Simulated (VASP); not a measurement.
# TiO2 (C2/m) in VASP: further runs

TiO2 is run at these levels: PBE; tasks: electric field gradients.

Everything below comes from runs of VASP 6.6.1. Logs are shortened: lines on timing, memory, paths and dates and some standing lists are left out, and cuts for length are marked.

## (1) The cell of the first run

It takes space group C2/m (No. 12, monoclinic). The conventional cell has a = 6.596 Å, b = 6.399 Å, c = 2.960 Å, α = 90.00°, β = 92.41°, γ = 90.00°. Ti (site symmetry 2/m) has 6 O at 1.93 to 2.02 Å within 2.6 Å. Ti (site symmetry 2/m) has 6 O at 1.92 to 2.00 Å within 2.5 Å. O (site symmetry m) has 3 Ti at 1.92 to 2.02 Å and 1 O at 2.56 Å within 2.6 Å. O (site symmetry 2) has 3 Ti at 1.93 to 1.96 Å and 1 O at 2.48 Å within 2.6 Å.

## (2) Electric field gradients, PBE (equal xy, yz and zx shear strains of +3 %)

INCAR

```
PREC = Accurate
ENCUT = 520
EDIFF = 1E-8
ISMEAR = -1
SIGMA = 0.05
LREAL = F
LASPH = T
NELM = 60
ALGO = Normal
ISIF = 2
LWAVE = F
LCHARG = F
GGA = PE
LEFG = T
NBANDS = 33
```

KPOINTS

```
Automatic mesh
0
Gamma
  7 7 10
```

POSCAR

```
TiO2
1.0
    4.5940000000      0.0689100000      0.0689100000
    0.0689100000      4.5940000000      0.0689100000
    0.0443850000      0.0443850000      2.9590000000
Ti O
2 4
Direct
    0.0000000000      0.0000000000      0.0000000000
    0.5000000000      0.5000000000      0.5000000000
    0.3060000000      0.3060000000      0.0000000000
    0.1940000000      0.8060000000      0.5000000000
    0.6940000000      0.6940000000      0.0000000000
    0.8060000000      0.1940000000      0.5000000000
```

Potentials or basis: VASP PAW PBE potentials, release 64 (Ti_sv, O).

Command:

```console
cat potpaw_PBE.64/Ti_sv/POTCAR potpaw_PBE.64/O/POTCAR > POTCAR
mpirun -np 1 vasp_std > vasp.out
```

OUTCAR:

```text
PREC = Accurate
   ENCUT = 520
   EDIFF = 1E-8
   ISMEAR = -1
   LREAL = F
   LASPH = T
   NELM = 60
   ISIF = 2
   GGA = PE

 ion  position               nearest neighbor table
   1  0.000  0.000  0.000-   4 1.93   6 1.93   4 1.93   6 1.93   5 2.02   3 2.02
   2  0.500  0.500  0.500-   3 1.92   5 1.92   6 1.96   4 1.96   3 2.00   5 2.00
   3  0.306  0.306  0.000-   2 1.92   2 2.00   1 2.02
   4  0.194  0.806  0.500-   1 1.93   1 1.93   2 1.96
   5  0.694  0.694  0.000-   2 1.92   2 2.00   1 2.02
   6  0.806  0.194  0.500-   1 1.93   1 1.93   2 1.96

  LATTYP: Found a base centered monoclinic cell.
 ALAT       =     6.5957906038
 B/A-ratio  =     0.9702314754
 C/A-ratio  =     0.4487203852
 COS(beta)  =    -0.0420942467

  Lattice vectors:

 A1 = (  -4.5940000000,  -0.0689100000,  -0.0689100000)
 A2 = (  -0.0689100000,  -4.5940000000,  -0.0689100000)
 A3 = (   0.0443850000,   0.0443850000,   2.9590000000)

Analysis of symmetry for initial positions (statically):
=====================================================================
 Subroutine PRICEL returns:
 Original cell was already a primitive cell.

 Routine SETGRP: Setting up the symmetry group for a
 base centered monoclinic supercell.

 Subroutine GETGRP returns: Found  4 space group operations
 (whereof  4 operations were pure point group operations)
 out of a pool of  4 trial point group operations.

The static configuration has the point symmetry C_2h.

Analysis of symmetry for dynamics (positions and initial velocities):
=====================================================================
 Subroutine PRICEL returns:
 Original cell was already a primitive cell.

 Routine SETGRP: Setting up the symmetry group for a
 base centered monoclinic supercell.

 Subroutine GETGRP returns: Found  4 space group operations
 (whereof  4 operations were pure point group operations)
 out of a pool of  4 trial point group operations.

The dynamic configuration has the point symmetry C_2h.

 Subroutine INISYM returns: Found  4 space group operations
 (whereof  4 operations are pure point group operations),
 and found     1 'primitive' translations

----------------------------------------------------------------------------------------

                                     Primitive cell

  volume of cell :      62.4075

  direct lattice vectors                    reciprocal lattice vectors
     4.594000000  0.068910000  0.068910000     0.217771778 -0.003218302 -0.003218302
     0.068910000  4.594000000  0.068910000    -0.003218302  0.217771778 -0.003218302
     0.044385000  0.044385000  2.959000000    -0.004996580 -0.004996580  0.338101908

  length of vectors
     4.595033534  4.595033534  2.959665700     0.217819334  0.217819334  0.338175741

  position of ions in fractional coordinates (direct lattice)
     0.000000000  0.000000000  0.000000000
     0.500000000  0.500000000  0.500000000
     0.306000000  0.306000000  0.000000000
     0.194000000  0.806000000  0.500000000
     0.694000000  0.694000000  0.000000000
     0.806000000  0.194000000  0.500000000

  ion indices of the primitive-cell ions
   primitive index   ion index
                 1           1
                 2           2
                 3           3
                 4           4
                 5           5
                 6           6

----------------------------------------------------------------------------------------

 KPOINTS: Automatic mesh

Automatic generation of k-mesh.
 Grid dimensions read from file:
 generate k-points for:    7    7   10

[... 54 lines left out ...]
   PREC   = accura    normal or accurate (medium, high low for compatibility)
   ISTART =      0    job   : 0-new  1-cont  2-samecut
   ICHARG =      2    charge: 1-file 2-atom 10-const
   ISPIN  =      1    spin polarized calculation?
   LNONCOLLINEAR =      F non collinear calculations
   LSORBIT =      F    spin-orbit coupling
   LASPH  =      T    aspherical Exc in radial PAW
   ENCUT  =  520.0 eV  38.22 Ry    6.18 a.u.   8.54  8.54  5.50*2*pi/ulx,y,z
   NELM   =     60;   NELMIN=  2; NELMDL= -5     # of ELM steps
   EDIFF  = 0.1E-07   stopping-criterion for ELM
   LREAL  =      F    real-space projection
   EDIFFG = 0.1E-06   stopping-criterion for IOM
   NSW    =      0    number of steps for IOM
   IBRION =     -1    ionic relax: 0-MD 1-quasi-New 2-CG
   NFREE  =      0    steps in history (QN), initial steepest desc. (CG)
   ISIF   =      2    stress and relaxation
   ISYM   =      2    0-nonsym 1-usesym 2-fastsym
   POTIM  = 0.5000    time-step for ionic-motion
   TEBEG  =    0.0;   TEEND  =   0.0 temperature during run
   PSTRESS=    0.0 pullay stress
   NELECT =      48.0000    total number of electrons
   NUPDOWN=      -1.0000    fix difference up-down
   EMIN   =  10.00;   EMAX   =-10.00  energy-range for DOS
   EFERMI =   0.00;   METHOD = LEGACY
   ISMEAR =    -1;   SIGMA  =   0.05  broadening in eV -4-tet -1-fermi 0-gaus
   EFERMI_NEDOS =   21; number of points for ismear=-14 and -15
   IALGO  =     38    algorithm
   IMIX   =      4    mixing-type and parameters
     AMIX     =   0.40;   BMIX     =  1.00
     AMIX_MAG =   1.60;   BMIX_MAG =  1.00
  volume/ion in A,a.u.               =      10.40        70.19
  Fermi-wavevector in a.u.,A,eV,Ry     =   1.499949  2.834492 30.611009  2.249846
  Thomas-Fermi vector in A             =   2.611512
   LORBIT       =      0    0 simple, 1 ext, 2 COOP (PROOUT), +10 PAW based schemes
   GGA     = PE    functional components
   LHFCALC =     F    Hartree Fock is set to
   AEXX    =    0.0000 exact exchange contribution
   IVDW    =     0    specifies the selected vdW correction
   LEPSILON=     F    determine dielectric tensor
   LRPA    =     F    only Hartree local field effects (RPA)
 non-spin polarized calculation
  energy-cutoff  :      520.00
  volume of cell :       62.41
 maximum number of plane-waves:      1698
 NGX is ok and might be reduce to    36
   NGX = 17   NGY = 17   NGZ = 11

 number of electron      48.0000016 magnetization

 Free energy of the ion-electron system (eV)
  ---------------------------------------------------
  ext. energy  EPLUGINS =         0.00000000
  ---------------------------------------------------
  free energy    TOTEN  =       -53.54952132 eV

  energy without entropy =      -53.54952132  energy(sigma->0) =      -53.54952132

 E-fermi :   5.7687     XC(G=0): -11.4107

 val. band max:        4.8326010258   @ k =   0.0000   0.0000   0.0000
 cond. band min:       6.7455082175   @ k =   0.0000   0.0000   0.0000
 fundamental gap:      1.9129071917
 Fermi energy:         5.7686801079

 k-point     1 :       0.0000    0.0000    0.0000
  band No.  band energies     occupation
      1     -52.1123      2.00000
      2     -51.9730      2.00000
      3     -28.4344      2.00000
      4     -28.3285      2.00000
      5     -28.2112      2.00000
      6     -28.1820      2.00000
[... 853 lines left out ...]
     32      10.9451      0.00000
     33      11.4599      0.00000

 [... further k-points ...]

------------------------ aborting loop because EDIFF is reached ----------------------------------------

  FORCE on cell =-STRESS in cart. coord.  units (eV):
  Direction    XX          YY          ZZ          XY          YZ          ZX
  --------------------------------------------------------------------------------------
  -------------------------------------------------------------------------------------
  Total        2.6895244      2.6895244      2.5237957     -2.5772309     -1.6647147     -1.6647152
  in kB       69.0477358     69.0477358     64.7930094    -66.1648428    -42.7379570    -42.7379695
  external PRESSURE =      67.6294937 kB  Pullay stress =       0.0000000 kB

 VOLUME and BASIS-vectors are now :
 -----------------------------------------------------------------------------
  energy-cutoff  :      520.00
  volume of cell :       62.41
      direct lattice vectors                 reciprocal lattice vectors
     4.594000000  0.068910000  0.068910000     0.217771778 -0.003218302 -0.003218302
     0.068910000  4.594000000  0.068910000    -0.003218302  0.217771778 -0.003218302
     0.044385000  0.044385000  2.959000000    -0.004996580 -0.004996580  0.338101908

 POSITION                                       TOTAL-FORCE (eV/Angst)
 -----------------------------------------------------------------------------------
      0.00000      0.00000      0.00000         0.000000      0.000000      0.000000
      2.35365      2.35365      1.54841        -0.000000      0.000000      0.000000
      1.42685      1.42685      0.04217        -0.245809     -0.245809      0.314256
      0.96897      3.73833      1.54841         0.145138     -0.145138      0.000000
      3.23606      3.23606      0.09565         0.245809      0.245809     -0.314256
      3.73833      0.96897      1.54841        -0.145138      0.145138     -0.000000
 -----------------------------------------------------------------------------------
    total drift:                               -0.000000      0.000000      0.000000

  FREE ENERGIE OF THE ION-ELECTRON SYSTEM (eV)
  ---------------------------------------------------
  free  energy   TOTEN  =       -53.5495213215 eV

  energy  without entropy=      -53.5495213211  energy(sigma->0) =      -53.54952132

 Electric field gradients (V/A^2)
---------------------------------------------------------------------
 ion       V_xx      V_yy      V_zz      V_xy      V_xz      V_yz
---------------------------------------------------------------------
   1      18.502    18.502   -37.005    16.501    -5.763    -5.763
   2       7.657     7.657   -15.314     3.108    24.972    24.972
   3       1.584     1.584    -3.168    25.114     7.167     7.167
   4       0.362     0.362    -0.725   -17.091     2.545     2.545
   5       1.584     1.584    -3.168    25.114     7.167     7.167
   6       0.362     0.362    -0.725   -17.091     2.545     2.545
---------------------------------------------------------------------

 Electric field gradients after diagonalization (V/A^2)
 (convention: |V_zz| > |V_xx| > |V_yy|)
----------------------------------------------------------------------
 ion       V_xx      V_yy      V_zz     asymmetry (V_yy - V_xx)/ V_zz
----------------------------------------------------------------------
   1      35.915     2.001   -37.916       0.894
   2      35.371     4.549   -39.920       0.772
   3     -23.530    -6.283    29.813       0.578
   4      17.454     0.047   -17.501       0.995
   5     -23.530    -6.283    29.813       0.578
   6      17.454     0.047   -17.501       0.995
----------------------------------------------------------------------

           NMR quadrupolar parameters

 Cq : quadrupolar parameter    Cq=e*Q*V_zz/h
 eta: asymmetry parameters     (V_yy - V_xx)/ V_zz
 Q  : nuclear electric quadrupole moment in mb (millibarn)
----------------------------------------------------------------------
 ion       Cq(MHz)       eta       Q (mb)
----------------------------------------------------------------------
   1      -0.092       0.894       1.000
   2      -0.097       0.772       1.000
   3       0.072       0.578       1.000
   4      -0.042       0.995       1.000
   5       0.072       0.578       1.000
   6      -0.042       0.995       1.000
----------------------------------------------------------------------
```

Run time: 3 min. Hardware: 1 thread of AMD EPYC 9R45 (Zen 5), shared host; peak memory 0.31 GiB.

What came out:

| Item | Value |
| --- | --- |
| Free energy | -53.5495 eV |
| Pressure | 6.8 GPa |
| Largest force | 0.469 eV/Å |
| Band gap on the k mesh | 1.91 eV |
| Largest electric field gradient by atom | Ti -37.9, -39.9; O +29.8, -17.5 (each value once) V/Å² |

Forces in eV/Å, atoms in the order of the input:
```
Ti   0.000  0.000  0.000
Ti   0.000  0.000  0.000
O   -0.246 -0.246  0.314
O    0.145 -0.145  0.000
O    0.246  0.246 -0.314
O   -0.145  0.145  0.000
```

Stress tensor (GPa, compression positive):
```
 6.90 -6.62 -4.27
-6.62  6.90 -4.27
-4.27 -4.27  6.48
```

Electric field gradients, principal values (V/Å²):
| atom | least | middle | greatest (by size) |
| --- | --- | --- | --- |
| 1 Ti | 2.001 | 35.915 | -37.916 |
| 2 Ti | 4.549 | 35.371 | -39.920 |
| 3 O | -6.283 | -23.530 | 29.813 |
| 4 O | 0.047 | 17.454 | -17.501 |
| 5 O | -6.283 | -23.530 | 29.813 |
| 6 O | 0.047 | 17.454 | -17.501 |

Caveat: the cell differs from its parent crystal (equal xy, yz and zx shear strains of +3 %); the cell stands under pressure; without QUAD_EFG the Cq values of the log hold for a quadrupole moment of 1 mb, not for the nuclei; an odd mesh through Γ misses points on the zone boundary, where band edges can lie.

## (3) Electric field gradients, PBE (equal xy, yz and zx shear strains of +3 %)

INCAR

```
SYSTEM = TiO2
PREC = Accurate
ENCUT = 520
EDIFF = 1E-8
ISMEAR = -1
SIGMA = 0.05
LREAL = .FALSE.
LASPH = .TRUE.
NELM = 100
ALGO = Normal
ISIF = 2
LWAVE = .FALSE.
LCHARG = .FALSE.
GGA = PE
LEFG = .TRUE.
NBANDS = 33
```

KPOINTS

```
regular mesh
0
G
  7 7 10
  0 0 0
```

POSCAR is that of step 2.

Potentials or basis: VASP PAW PBE potentials, release 64 (Ti_sv, O).

Command:

```console
cat potpaw_PBE.64/Ti_sv/POTCAR potpaw_PBE.64/O/POTCAR > POTCAR
mpirun -np 1 vasp_std > vasp.out
```

OUTCAR:

```text
SYSTEM = TiO2
   PREC = Accurate
   ENCUT = 520
   EDIFF = 1E-8
   ISMEAR = -1
   LREAL = .FALSE.
   LASPH = .TRUE.
   NELM = 100
   ISIF = 2
   GGA = PE

 ion  position               nearest neighbor table
   1  0.000  0.000  0.000-   4 1.93   6 1.93   4 1.93   6 1.93   5 2.02   3 2.02
   2  0.500  0.500  0.500-   3 1.92   5 1.92   6 1.96   4 1.96   3 2.00   5 2.00
   3  0.306  0.306  0.000-   2 1.92   2 2.00   1 2.02
   4  0.194  0.806  0.500-   1 1.93   1 1.93   2 1.96
   5  0.694  0.694  0.000-   2 1.92   2 2.00   1 2.02
   6  0.806  0.194  0.500-   1 1.93   1 1.93   2 1.96

  LATTYP: Found a base centered monoclinic cell.
 ALAT       =     6.5957906038
[... 1107 lines left out ...]
   3       1.584     1.584    -3.168    25.114     7.167     7.167
   4       0.362     0.362    -0.725   -17.091     2.545     2.545
   5       1.584     1.584    -3.168    25.114     7.167     7.167
   6       0.362     0.362    -0.725   -17.091     2.545     2.545
---------------------------------------------------------------------

 Electric field gradients after diagonalization (V/A^2)
 (convention: |V_zz| > |V_xx| > |V_yy|)
----------------------------------------------------------------------
 ion       V_xx      V_yy      V_zz     asymmetry (V_yy - V_xx)/ V_zz
----------------------------------------------------------------------
   1      35.915     2.001   -37.916       0.894
   2      35.371     4.549   -39.920       0.772
   3     -23.530    -6.283    29.813       0.578
   4      17.454     0.047   -17.501       0.995
   5     -23.530    -6.283    29.813       0.578
   6      17.454     0.047   -17.501       0.995
----------------------------------------------------------------------

           NMR quadrupolar parameters

 Cq : quadrupolar parameter    Cq=e*Q*V_zz/h
 eta: asymmetry parameters     (V_yy - V_xx)/ V_zz
 Q  : nuclear electric quadrupole moment in mb (millibarn)
----------------------------------------------------------------------
 ion       Cq(MHz)       eta       Q (mb)
----------------------------------------------------------------------
   1      -0.092       0.894       1.000
   2      -0.097       0.772       1.000
   3       0.072       0.578       1.000
   4      -0.042       0.995       1.000
   5       0.072       0.578       1.000
   6      -0.042       0.995       1.000
----------------------------------------------------------------------
```

OSZICAR:

```text
N       E                     dE             d eps       ncg     rms          rms(c)
DAV:   1     0.653788888660E+03    0.65379E+03   -0.24264E+04  9504   0.172E+03
DAV:   2     0.266712212737E+02   -0.62712E+03   -0.57975E+03 10280   0.514E+02
DAV:   3    -0.661214227699E+02   -0.92793E+02   -0.90751E+02 12907   0.189E+02
[... 11 lines left out ...]
DAV:  15    -0.535495227754E+02    0.20048E-04   -0.41309E-05 12184   0.759E-02    0.139E-02
DAV:  16    -0.535495212106E+02    0.15648E-05   -0.20502E-05 14341   0.355E-02    0.511E-03
DAV:  17    -0.535495213893E+02   -0.17870E-06   -0.31024E-06 11927   0.184E-02    0.400E-03
DAV:  18    -0.535495213706E+02    0.18749E-07   -0.56438E-07 11823   0.101E-02    0.165E-03
DAV:  19    -0.535495213131E+02    0.57475E-07   -0.67878E-08 11996   0.244E-03    0.628E-04
DAV:  20    -0.535495213215E+02   -0.83592E-08   -0.14059E-08  7077   0.103E-03
   1 F= -.53549521E+02 E0= -.53549521E+02  d E =-.345169E-09
```

stdout:

```text
POSCAR found type information on POSCAR TiO
 POSCAR found :  2 types and       6 ions
 scaLAPACK will be used
 LDA part: xc-table for (Slater+PW92), standard interpolation
 POSCAR, INCAR and KPOINTS ok, starting setup
 FFT: planning ... GRIDC
 FFT: planning ... GRID_SOFT
 FFT: planning ... GRID
 WAVECAR not read
 entering main loop
ion   1

ion   2

ion   3

ion   4

ion   5

ion   6
```

It took 3 min on 1 thread of AMD EPYC 9R45 (Zen 5), shared host; peak memory 0.31 GiB.

Results:

| Property | Result |
| --- | --- |
| Free energy | -53.5495 eV |
| Pressure | 6.8 GPa |
| Largest force | 0.469 eV/Å |
| Band gap on the k mesh | 1.91 eV |
| Largest electric field gradient by atom | Ti -37.9, -39.9; O +29.8, -17.5 (each value once) V/Å² |

Forces on the atoms (eV/Å):
```
Ti   0.000  0.000  0.000
Ti   0.000  0.000  0.000
O   -0.246 -0.246  0.314
O    0.145 -0.145  0.000
O    0.246  0.246 -0.314
O   -0.145  0.145  0.000
```

Electric field gradients, principal values (V/Å²):
```
atom   least   middle  greatest (by size)
1 Ti   2.001   35.915             -37.916
2 Ti   4.549   35.371             -39.920
 3 O  -6.283  -23.530              29.813
 4 O   0.047   17.454             -17.501
 5 O  -6.283  -23.530              29.813
 6 O   0.047   17.454             -17.501
```

Caveat: the cell differs from its parent crystal (equal xy, yz and zx shear strains of +3 %); the cell stands under pressure; without QUAD_EFG the Cq values of the log hold for a quadrupole moment of 1 mb, not for the nuclei; an odd mesh through Γ misses points on the zone boundary, where band edges can lie.
